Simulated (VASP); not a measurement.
**AgB2: relaxation of cell and atoms with PBEsol**

AgB2:

```
CELL_PARAMETERS angstrom
3.00997 0.00000 0.00000
-1.50498 2.60671 0.00000
0.00000 0.00000 3.25076
ATOMIC_POSITIONS crystal
Ag 0.00000 0.00000 0.00000
B 0.33333 0.66667 0.50000
B 0.66667 0.33333 0.50000
```

```
Program                : VASP 6.6.1
Task                   : relaxation of cell and atoms
Functional             : PBEsol
Potentials or basis    : VASP PAW PBE potentials, release 64 (Ag, B)
Cutoff                 : 600 eV
k mesh                 : 14 × 14 × 10
Occupations            : gaussian, width 0.05 eV
Spin                   : no spin polarisation
Dipole correction      : no
Further INCAR settings : ALGO = Normal; EDIFF = 1e-07; IBRION = 2; EDIFFG = -0.01; NSW = 80; ISIF = 3
```

* Relaxed volume: 10.29 Å³/atom
* Relaxed cell: a = 3.007 Å, b = 3.007 Å, c = 3.942 Å, α = 90.00°, β = 90.00°, γ = 120.00°
* Space group after relaxing (to 0.1 Å): P6/mmm (No. 191)
* Energy gained by relaxing: 316.1 meV/atom
* Ionic steps: 8
* Pressure after relaxing: 0.0 GPa
* Band gap on the k mesh: zero (an odd number of electrons rules out a gap without spin polarisation)

Stress tensor (GPa, compression positive):
```
 0.11  0.00  0.00
 0.00  0.11  0.00
 0.00  0.00 -0.08
```

The path:
```tsv
step	energy change (eV)	largest force (eV/Å)	pressure (GPa)	volume (Å³)
1	0.0000	0.0000	43.20	25.51
2	-0.4549	0.0000	-19.03	34.88
3	-0.6797	0.0000	-3.77	30.85
4	-0.8871	0.0000	-2.01	30.82
5	-0.9475	0.0000	0.75	30.70
6	-0.9477	0.0000	1.04	30.68
7	-0.9480	0.0000	-0.64	31.01
8	-0.9483	0.0000	0.04	30.87
```

Final structure:
```
CELL_PARAMETERS angstrom
3.00725 0.00000 0.00000
-1.50362 2.60435 0.00000
0.00000 0.00000 3.94207
ATOMIC_POSITIONS crystal
Ag 0.00000 0.00000 0.00000
B 0.33333 0.66667 0.50000
B 0.66667 0.33333 0.50000
```

Levels at points of the mesh, in eV from the Fermi level:
```tsv
k point	band 6	band 7	band 8	band 9	band 10	band 11	band 12
(0.00, 0.00, 0.00)	-4.02	-3.87	1.29	1.29	1.69	7.36	7.36
(0.50, 0.00, 0.00)	-3.44	-2.69	-1.82	2.44	3.09	4.05	6.03
(0.00, 0.00, 0.50)	-4.20	-4.20	0.91	0.91	8.76	8.76	8.81
(0.50, 0.00, 0.50)	-3.44	-2.90	-2.50	-0.26	1.24	6.31	9.47
```

It took 4 min on 1 thread of Intel Xeon 8259CL, on a shared host, peak memory 0.2 GiB.

Caveat: the volume moved by over 15 % at a fixed basis, so the end points are rough; the PAW data sets were made with another functional, which shifts forces and pressure a little. Zero-point motion and thermal expansion aren't in these numbers.
